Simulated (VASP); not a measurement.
Nb, 1 atom in the cell. The structure is cubic, space group Fm-3m (No. 225). The conventional cell has a = 4.230 Å, b = 4.230 Å, c = 4.230 Å, α = 90.00°, β = 90.00°, γ = 90.00°. Within 3.9 Å of Nb (site symmetry m-3m) lie 12 Nb at 2.99 Å. This isn't the form of Nb at room conditions, which is bcc.

```yaml
Program: VASP 6.6.1
Task: single point
Functional: PBE
Potentials_or_basis: VASP PAW PBE potentials, release 64 (Nb_sv)
Cutoff: 500 eV
k_mesh: 3 × 3 × 3
Occupations: methfessel-paxton, width 0.05 eV
Spin: no spin polarisation
Dipole_correction: no
Further_INCAR_settings: ALGO = Normal; EDIFF = 1e-06; NBANDS = 12
```

Potentials or basis: VASP PAW PBE potentials, release 64 (Nb_sv).

Run with:

```console
$ cat potpaw_PBE.64/Nb_sv/POTCAR > POTCAR
$ mpirun -np 1 vasp_std > vasp.out
```

Hardware: 1 thread of Intel(R) Xeon(R) Platinum 8259CL CPU @ 2.50GHz (Skylake/Cascade Lake), on a shared host.

Estimate the wall time of this run.

Run time: 2.4 s on 1 thread of Intel(R) Xeon(R) Platinum 8259CL CPU @ 2.50GHz (Skylake/Cascade Lake) (shared host), peak memory 0.13 GiB. Counts: scf iterations 12, k points 4.
